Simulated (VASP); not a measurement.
Input of a VASP 6.6.1 run:

Contents of INCAR:

```
SYSTEM = MgS
ALGO = Normal
EDIFF = 1E-8
ENCUT = 520
IBRION = 6
ISIF = 2
ISMEAR = 0
IVDW = 12
LASPH = .True.
LCHARG = .True.
LMIXTAU = .True.
LREAL = .False.
LWAVE = .False.
METAGGA = R2SCAN
NBANDS = 11
NELM = 80
NFREE = 2
NSW = 1
POTIM = 0.015
PREC = Accurate
SIGMA = 0.01
VDW_A1 = 0.49484001
VDW_A2 = 5.73083694
VDW_S6 = 1.0
VDW_S8 = 0.78981345
```

Contents of KPOINTS:

```
k-points
0
Gamma
  8 8 8
  0 0 0
```

The input POSCAR:

```
MgS
1.0
    0.0000000000      2.8173000000      2.8173000000
    2.8173000000      0.0000000000      2.8173000000
    2.8173000000      2.8173000000      0.0000000000
Mg S
1 1
Direct
    0.0000000000      0.0000000000      0.0000000000
    0.2500000000      0.2500000000      0.2500000000
```

Potentials or basis: VASP PAW PBE potentials, release 64 (Mg, S).

The run is started by

```sh
$ cat potpaw_PBE.64/Mg/POTCAR potpaw_PBE.64/S/POTCAR > POTCAR
$ mpirun -np 1 vasp_std > vasp.out
```

(1) Predict the highest phonon frequency at Γ, LO-TO splitting left out.

(2) Predict the dispersion energy per atom.

## Answers

(1) 345 cm⁻¹.

(2) -0.132 eV.
